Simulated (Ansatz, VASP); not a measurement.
## AlP: VASP beside Ansatz

```
Al P
1.0
     0.00000    2.85246    2.85246
     2.85246    0.00000    2.85246
     2.85246    2.85246    0.00000
Al P
1 1
Direct
  0.75000 0.75000 0.75000
  0.00000 0.00000 0.00000
```

Alike in both runs: task relaxation of cell and atoms; functional PBE; k mesh 8 × 8 × 8; occupations gaussian, width 0.02 eV; no spin polarisation.

|  | VASP | Ansatz |
| --- | --- | --- |
| version | VASP 6.6.1 | Ansatz 0.2.0 |
| potentials or method | VASP PAW PBE potentials, release 64 (Al, P), cutoff 500 eV | scalar-relativistic, plane waves, PAW |
| valence electrons in the cell | 8 | 8 |

Ansatz gave:

- gap on the k mesh at the Fermi level, each at its own relaxed structure (eV): 1.63
- relaxed volume (Å³/atom): 20.89
- relaxed cell length with the largest relative difference (Å): 3.895

Q: Which values does VASP return?

A: gap on the k mesh at the Fermi level, each at its own relaxed structure (eV): 1.63; relaxed volume (Å³/atom): 20.86; relaxed cell length with the largest relative difference (Å): 3.893.
